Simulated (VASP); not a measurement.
# Ir (Fm-3m) in VASP: relaxation of cell and atoms with r2SCAN

Aim: the relaxation of cell and atoms of Ir with r2SCAN.

Program: VASP 6.6.1. These are calculated values, not measurements. Logs are shortened: lines on timing, memory, paths and dates and some standing lists are left out, and cuts for length are marked.

## Step 1: The cell of the first run

It takes space group Fm-3m (No. 225, cubic). Conventional cell: a = 3.844 Å, b = 3.844 Å, c = 3.844 Å, α = 90.00°, β = 90.00°, γ = 90.00°. Within 3.6 Å of Ir (site symmetry m-3m) lie 12 Ir at 2.72 Å.

## Step 2: Relaxation of cell and atoms, r2SCAN

The input, POSCAR:

```
Ir
1.0
    0.0000000000      3.8442572988     -3.8442572988
    3.8442572988      3.8442572988      0.0000000000
    3.8442572988      0.0000000000     -3.8442572988
Ir
8
Direct
    0.5000000000      0.0000000000      0.5000000000
    0.5000000000      0.5000000000      0.5000000000
    0.0000000000      0.0000000000      0.5000000000
    0.0000000000      0.5000000000      0.5000000000
    0.5000000000      0.0000000000      0.0000000000
    0.5000000000      0.5000000000      0.0000000000
    0.0000000000      0.0000000000      0.0000000000
    0.0000000000      0.5000000000      0.0000000000
```

The input, INCAR.step1:

```
SYSTEM = Ir
PREC     = Accurate       ! precision mode
ENCUT    = 600            ! plane-wave cutoff, eV
ISMEAR   = 0              ! smearing method
SIGMA    = 0.1            ! smearing width, eV
LREAL    = .False.        ! projectors in reciprocal space
LASPH    = .True.         ! aspherical terms in the spheres
NELM     = 80             ! most SCF steps
GGA      = PE             ! functional
ALGO     = Normal         ! electronic algorithm
EDIFF    = 1E-4           ! SCF threshold, eV
LWAVE    = .True.         ! write WAVECAR
LCHARG   = .False.        ! write CHGCAR
```

The input, INCAR.step2:

```
SYSTEM = Ir
PREC     = Accurate       ! precision mode
ENCUT    = 600            ! plane-wave cutoff, eV
EDIFF    = 1E-6           ! SCF threshold, eV
ISMEAR   = 0              ! smearing method
SIGMA    = 0.1            ! smearing width, eV
LREAL    = .False.        ! projectors in reciprocal space
LASPH    = .True.         ! aspherical terms in the spheres
NELM     = 80             ! most SCF steps
ALGO     = Normal         ! electronic algorithm
ISIF     = 3              ! what is computed and relaxed
LWAVE    = .False.        ! write WAVECAR
LCHARG   = .False.        ! write CHGCAR
METAGGA  = R2SCAN         ! meta-GGA
LMIXTAU  = .True.       
IBRION   = 2              ! ionic algorithm
NSW      = 80             ! ionic steps
EDIFFG   = -0.015         ! ionic threshold
ISTART   = 1
```

The input, KPOINTS:

```
regular mesh
0
Gamma
  8 8 8
  0 0 0
```

Potentials or basis: VASP PAW PBE potentials, release 64 (Ir).

On the command line:

```bash
> cat potpaw_PBE.64/Ir/POTCAR > POTCAR
> cp INCAR.step1 INCAR
> mpirun -np 1 vasp_std > vasp.out
> cp INCAR.step2 INCAR
> mpirun -np 1 vasp_std > vasp.out
```

OUTCAR:

```text
SYSTEM = Ir
   PREC = Accurate
   ENCUT = 600
   EDIFF = 1E-6
   ISMEAR = 0
   LREAL = .False.
   LASPH = .True.
   NELM = 80
   ISIF = 3
   METAGGA = R2SCAN
   IBRION = 2
   NSW = 80
   EDIFFG = -0.015
   ISTART = 1

 ion  position               nearest neighbor table
   1  0.500  0.000  0.500-   2 2.72   3 2.72   5 2.72   5 2.72   6 2.72   7 2.72   2 2.72   4 2.72
                             6 2.72   3 2.72   4 2.72   7 2.72
   2  0.500  0.500  0.500-   1 2.72   4 2.72   6 2.72   5 2.72   6 2.72   8 2.72   1 2.72   3 2.72
                             5 2.72   3 2.72   4 2.72   8 2.72
   3  0.000  0.000  0.500-   1 2.72   4 2.72   7 2.72   5 2.72   7 2.72   8 2.72   2 2.72   4 2.72
                             8 2.72   1 2.72   2 2.72   5 2.72
   4  0.000  0.500  0.500-   2 2.72   3 2.72   8 2.72   6 2.72   7 2.72   8 2.72   1 2.72   3 2.72
                             7 2.72   1 2.72   2 2.72   6 2.72
   5  0.500  0.000  0.000-   1 2.72   6 2.72   7 2.72   1 2.72   2 2.72   3 2.72   2 2.72   6 2.72
                             8 2.72   3 2.72   7 2.72   8 2.72
   6  0.500  0.500  0.000-   2 2.72   5 2.72   8 2.72   1 2.72   2 2.72   4 2.72   1 2.72   5 2.72
                             7 2.72   4 2.72   7 2.72   8 2.72
   7  0.000  0.000  0.000-   3 2.72   5 2.72   8 2.72   1 2.72   3 2.72   4 2.72   4 2.72   6 2.72
                             8 2.72   1 2.72   5 2.72   6 2.72
   8  0.000  0.500  0.000-   4 2.72   6 2.72   7 2.72   2 2.72   3 2.72   4 2.72   3 2.72   5 2.72
                             7 2.72   2 2.72   5 2.72   6 2.72
[... 4 lines left out ...]
  Lattice vectors:

 A1 = (   0.0000000000,   3.8442572988,  -3.8442572988)
 A2 = (   3.8442572988,   3.8442572988,   0.0000000000)
 A3 = (   3.8442572988,   0.0000000000,  -3.8442572988)

Analysis of symmetry for initial positions (statically):
=====================================================================
 Subroutine PRICEL returns following result:

  LATTYP: Found a face centered cubic cell.
 ALAT       =     3.8442572988

  Lattice vectors:

 A1 = (   0.0000000000,   1.9221286494,  -1.9221286494)
 A2 = (   1.9221286494,   1.9221286494,   0.0000000000)
 A3 = (   1.9221286494,   0.0000000000,  -1.9221286494)

   8 primitive cells build up your supercell.

 Routine SETGRP: Setting up the symmetry group for a
 face centered cubic supercell.

 Subroutine GETGRP returns: Found 48 space group operations
 (whereof 48 operations were pure point group operations)
 out of a pool of 48 trial point group operations.

The static configuration has the point symmetry O_h .

Analysis of symmetry for dynamics (positions and initial velocities):
=====================================================================
 Subroutine PRICEL returns following result:

  LATTYP: Found a face centered cubic cell.
 ALAT       =     3.8442572988

  Lattice vectors:

 A1 = (   0.0000000000,   1.9221286494,  -1.9221286494)
 A2 = (   1.9221286494,   1.9221286494,   0.0000000000)
 A3 = (   1.9221286494,   0.0000000000,  -1.9221286494)

   8 primitive cells build up your supercell.

 Routine SETGRP: Setting up the symmetry group for a
 face centered cubic supercell.

 Subroutine GETGRP returns: Found 48 space group operations
 (whereof 48 operations were pure point group operations)
 out of a pool of 48 trial point group operations.

The dynamic configuration has the point symmetry O_h .

 Subroutine INISYM returns: Found 48 space group operations
 (whereof 48 operations are pure point group operations),
 and found     8 'primitive' translations

----------------------------------------------------------------------------------------

                                     Primitive cell

  volume of cell :      14.2029

  direct lattice vectors                    reciprocal lattice vectors
     0.000000000  1.922128649 -1.922128649    -0.260128270  0.260128270 -0.260128270
     1.922128649  1.922128649  0.000000000     0.260128270  0.260128270  0.260128270
     1.922128649  0.000000000 -1.922128649     0.260128270 -0.260128270 -0.260128270

  length of vectors
     2.718300405  2.718300405  2.718300405     0.450555380  0.450555380  0.450555380

  position of ions in fractional coordinates (direct lattice)
     1.000000000  0.000000000  1.000000000

  ion indices of the primitive-cell ions
   primitive index   ion index
                 1           1

----------------------------------------------------------------------------------------

 KPOINTS: regular mesh

Automatic generation of k-mesh.
 Grid dimensions read from file:
 generate k-points for:    8    8    8

 Generating k-lattice:

  Cartesian coordinates                     Fractional coordinates (reciprocal lattice)
    -0.016258017  0.016258017 -0.016258017     0.125000000  0.000000000  0.000000000
     0.016258017  0.016258017  0.016258017     0.000000000  0.125000000  0.000000000
     0.016258017 -0.016258017 -0.016258017     0.000000000  0.000000000  0.125000000

  Length of vectors
     0.028159711  0.028159711  0.028159711

  Shift w.r.t. Gamma in fractional coordinates (k-lattice)
     0.000000000  0.000000000  0.000000000

 Subroutine IBZKPT returns following result:
 ===========================================

 Found     29 irreducible k-points:

 Following reciprocal coordinates:
            Coordinates               Weight
  0.000000  0.000000  0.000000      1.000000
  0.125000  0.000000  0.000000      8.000000
  0.250000  0.000000  0.000000      8.000000
  0.375000  0.000000  0.000000      8.000000
  0.500000  0.000000  0.000000      4.000000
  0.125000  0.125000  0.000000      6.000000
[... 16 lines left out ...]
  0.500000  0.250000  0.125000     48.000000
 -0.375000  0.250000  0.125000     24.000000
 [... further k-points ...]
   k-points           NKPTS =     29   k-points in BZ     NKDIM =     29   number of bands    NBANDS=     43
   number of dos      NEDOS =    301   number of ions     NIONS =      8
   total plane-waves  NPLWV = 110592
   dimension x,y,z NGX =    48 NGY =   48 NGZ =   48
   dimension x,y,z NGXF=    96 NGYF=   96 NGZF=   96
   ions per type =               8
   NGX,Y,Z   is equivalent  to a cutoff of  14.68, 14.68, 14.68 a.u.
   NGXF,Y,Z  is equivalent  to a cutoff of  29.36, 29.36, 29.36 a.u.
 SYSTEM =  Ir
   PREC   = accura    normal or accurate (medium, high low for compatibility)
   ISTART =      1    job   : 0-new  1-cont  2-samecut
   ICHARG =      0    charge: 1-file 2-atom 10-const
   ISPIN  =      1    spin polarized calculation?
   LNONCOLLINEAR =      F non collinear calculations
   LSORBIT =      F    spin-orbit coupling
   LASPH  =      T    aspherical Exc in radial PAW
   ENCUT  =  600.0 eV  44.10 Ry    6.64 a.u.  10.86 10.86 10.86*2*pi/ulx,y,z
   NELM   =     80;   NELMIN=  2; NELMDL=  0     # of ELM steps
   EDIFF  = 0.1E-05   stopping-criterion for ELM
   LREAL  =      F    real-space projection
   EDIFFG = -.1E-01   stopping-criterion for IOM
   NSW    =     80    number of steps for IOM
   IBRION =      2    ionic relax: 0-MD 1-quasi-New 2-CG
   NFREE  =      1    steps in history (QN), initial steepest desc. (CG)
   ISIF   =      3    stress and relaxation
   ISYM   =      2    0-nonsym 1-usesym 2-fastsym
   POTIM  = 0.5000    time-step for ionic-motion
   TEBEG  =    0.0;   TEEND  =   0.0 temperature during run
   PSTRESS=    0.0 pullay stress
   NELECT =      72.0000    total number of electrons
   NUPDOWN=      -1.0000    fix difference up-down
   EMIN   =  10.00;   EMAX   =-10.00  energy-range for DOS
   EFERMI =   0.00;   METHOD = LEGACY
   ISMEAR =     0;   SIGMA  =   0.10  broadening in eV -4-tet -1-fermi 0-gaus
   EFERMI_NEDOS =   21; number of points for ismear=-14 and -15
   IALGO  =     38    algorithm
   IMIX   =      4    mixing-type and parameters
     AMIX     =   0.40;   BMIX     =  1.00
     AMIX_MAG =   1.60;   BMIX_MAG =  1.00
  volume/ion in A,a.u.               =      14.20        95.85
  Fermi-wavevector in a.u.,A,eV,Ry     =   1.406144  2.657227 26.902007  1.977242
  Thomas-Fermi vector in A             =   2.528534
   LORBIT       =      0    0 simple, 1 ext, 2 COOP (PROOUT), +10 PAW based schemes
   METAGGA = R2SCAN    functional components
   LHFCALC =     F    Hartree Fock is set to
   AEXX    =    0.0000 exact exchange contribution
   IVDW    =     0    specifies the selected vdW correction
   LEPSILON=     F    determine dielectric tensor
   LRPA    =     F    only Hartree local field effects (RPA)
 conjugate gradient relaxation of ions
 non-spin polarized calculation
 Gauss-broadening in eV      SIGMA  =   0.10
  energy-cutoff  :      600.00
  volume of cell :      113.62
 maximum number of plane-waves:      3828
 NGX is ok and might be reduce to    48
   NGX = 21   NGY = 21   NGZ = 21

--------------------------------------- Ionic step        1  -------------------------------------------

 number of electron      71.9999998 magnetization

 Free energy of the ion-electron system (eV)
  ---------------------------------------------------
  ext. energy  EPLUGINS =         0.00000000
  ---------------------------------------------------
  free energy    TOTEN  =      -418.87639386 eV

  energy without entropy =     -418.82401992  energy(sigma->0) =     -418.85020689

 E-fermi :  10.1079     XC(G=0): -15.2983

 val. band max:       10.0880574482   @ k =  -0.3750   0.3750   0.1250
 cond. band min:      10.1207147471   @ k =  -0.2500   0.1250   0.0000
 fundamental gap:      0.0326572989
 Fermi energy:        10.1078897928

 k-point     1 :       0.0000    0.0000    0.0000
  band No.  band energies     occupation
      1      -1.3761      2.00000
      2       1.7386      2.00000
      3       1.7386      2.00000
      4       1.7386      2.00000
      5       1.7386      2.00000
      6       1.9483      2.00000
[... 1176 lines left out ...]
  energy  without entropy=     -418.7213690140  energy(sigma->0) =     -418.74862669

--------------------------------------- Ionic step        3  -------------------------------------------

 number of electron      71.9999998 magnetization

 Free energy of the ion-electron system (eV)
  ---------------------------------------------------
  ext. energy  EPLUGINS =         0.00000000
  ---------------------------------------------------
  free energy    TOTEN  =      -418.88359056 eV

  energy without entropy =     -418.83078140  energy(sigma->0) =     -418.85718598

 E-fermi :   9.9796     XC(G=0): -15.2472

 val. band max:        9.9607667450   @ k =  -0.3750   0.3750   0.1250
 cond. band min:       9.9909028250   @ k =  -0.3750   0.3750   0.0000
 fundamental gap:      0.0301360800
 Fermi energy:         9.9795831852

 k-point     1 :       0.0000    0.0000    0.0000
  band No.  band energies     occupation
      1      -1.4219      2.00000
      2       1.6913      2.00000
      3       1.6913      2.00000
      4       1.6913      2.00000
      5       1.6913      2.00000
      6       1.9092      2.00000
[... 1130 lines left out ...]
  FREE ENERGIE OF THE ION-ELECTRON SYSTEM (eV)
  ---------------------------------------------------
  free  energy   TOTEN  =      -418.8835905559 eV

  energy  without entropy=     -418.8307814006  energy(sigma->0) =     -418.85718598

 reached required accuracy - stopping structural energy minimisation
```

It took 64 min on 1 thread of Oxide Virtual Turin-like, shared host; peak memory 0.41 GiB.

Results:

```
Free energy                           : -418.8836 eV
Relaxed volume                        : 14.31 Å³/atom
Relaxed cell                          : a = 5.450 Å, b = 5.450 Å, c = 5.450 Å, α = 60.00°, β = 60.00°, γ = 60.00°
Space group after relaxing (to 0.1 Å) : Fm-3m (No. 225)
Energy gained by relaxing             : 0.9 meV/atom
Ionic steps                           : 3
Pressure after relaxing               : 0.0 GPa
Band gap on the k mesh                : zero (bands 36 and 37 overlap by 2.27 eV)
```

The path:
```tsv
step	energy change (eV)	largest force (eV/Å)	pressure (GPa)	volume (Å³)
1	0.0000	0.0000	2.82	113.62
2	0.1005	0.0000	-10.02	117.79
3	-0.0072	0.0000	-0.01	114.47
```

Final structure:
```cif
data_structure
_symmetry_space_group_name_H-M 'P 1'
_symmetry_Int_Tables_number 1
_cell_length_a 5.4500
_cell_length_b 5.4500
_cell_length_c 5.4500
_cell_angle_alpha 60.000
_cell_angle_beta 60.000
_cell_angle_gamma 60.000
_cell_volume 114.47
loop_
_atom_site_label
_atom_site_type_symbol
_atom_site_fract_x
_atom_site_fract_y
_atom_site_fract_z
_atom_site_occupancy
Ir1 Ir 0.50000 0.00000 0.50000 1
Ir2 Ir 0.50000 0.50000 0.50000 1
Ir3 Ir 0.00000 0.00000 0.50000 1
Ir4 Ir 0.00000 0.50000 0.50000 1
Ir5 Ir 0.50000 0.00000 0.00000 1
Ir6 Ir 0.50000 0.50000 0.00000 1
Ir7 Ir 0.00000 0.00000 0.00000 1
Ir8 Ir 0.00000 0.50000 0.00000 1
```

Levels at points of the mesh, in eV from the Fermi level:
```csv
k point,band 32,band 33,band 34,band 35,band 36,band 37,band 38,band 39,band 40,band 41
"(0.00, 0.00, 0.00)",0.92,0.92,0.92,0.92,0.92,0.92,0.92,0.92,1.55,1.55
"(0.50, 0.00, 0.00)",-2.01,-1.04,-1.04,-1.04,-1.04,1.09,1.09,1.09,1.09,1.09
"(0.50, 0.50, 0.00)",-1.87,-1.85,-1.85,-1.34,-1.34,-1.34,-1.34,-0.29,-0.29,1.55
```

Caveat: the PAW data sets were made with another functional, which shifts forces and pressure a little; spin-orbit coupling is left out, which moves the levels of the heavy elements. Zero-point motion and thermal expansion aren't in these numbers.
